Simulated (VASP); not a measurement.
The system is Li.

```
CELL_PARAMETERS angstrom
-1.75465 1.75465 1.75465
1.75465 -1.75465 1.75465
1.75465 1.75465 -1.75465
ATOMIC_POSITIONS crystal
Li 0.00000 0.00000 0.00000
```

- Program: VASP 6.6.1
- Task: relaxation of cell and atoms
- Functional: PBEsol
- Potentials or basis: VASP PAW PBE potentials, release 64 (Li_sv)
- Cutoff: 600 eV
- k mesh: 9 × 9 × 9
- Occupations: gaussian, width 0.05 eV
- Spin: no spin polarisation

At the start: pressure -0.9 GPa; volume 21.61 Å³/atom.

**Question.** How do energy, volume and symmetry change on relaxing?

**Answer.** Over 4 steps the energy falls by 4.9 meV/atom and the volume is 19.97 Å³/atom (-7.6 %); space group Im-3m (No. 229, to 0.1 Å) before and after.

Step by step:
| step | energy change (eV) | largest force (eV/Å) | pressure (GPa) | volume (Å³) |
| --- | --- | --- | --- | --- |
| 1 | 0.0000 | 0.0000 | -0.91 | 21.61 |
| 2 | -0.0020 | 0.0000 | -0.73 | 21.23 |
| 3 | -0.0048 | 0.0000 | -0.16 | 20.23 |
| 4 | -0.0049 | 0.0000 | 0.01 | 19.97 |

Final structure:
```xyz
1
Lattice="-1.7092 1.7092 1.7092 1.7092 -1.7092 1.7092 1.7092 1.7092 -1.7092" Properties=species:S:1:pos:R:3 pbc="T T T"
Li    0.0000    0.0000    3.4183
```

Caveat: the cutoff is under 1.25 times the usual one of these potentials, so pressure, stress and relaxed cells hold a basis-set (Pulay) error; the PAW data sets were made with another functional, which shifts forces and pressure a little.
